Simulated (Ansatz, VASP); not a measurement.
# Hf in VASP and in Ansatz

```xyz
1
Lattice="2.9555 0.0000 0.0000 0.0000 2.9555 0.0000 0.0000 0.0000 2.9555" Properties=species:S:1:pos:R:3 pbc="T T T"
Hf    0.0000    0.0000    0.0000
```

Alike in both runs: functional BLYP; k mesh 11 × 11 × 11; occupations fermi-dirac, width 0.1 eV; no spin polarisation.

Ansatz relaxed the structure, and its values are those at the end. VASP's run is a single point on that final structure, the one shown.

```csv
,VASP,Ansatz
version,VASP 6.6.1,Ansatz 0.2.0
potentials or method,"VASP PAW PBE potentials, release 64 (Hf_pv), cutoff 500 eV","plane waves (420 eV) with PAW, scalar-relativistic"
valence electrons in the cell,10,26
```

|  | VASP | Ansatz | Ansatz less VASP |
| --- | --- | --- | --- |
| pressure (GPa) | 0.0 | 0.0 | +0.01 |

VASP's potentials were made for PBE, not for BLYP. VASP's potentials hold 10 valence electrons a cell and Ansatz's 26, so a difference there can come from the potentials and not from the codes.

Neither program's run includes spin-orbit coupling.
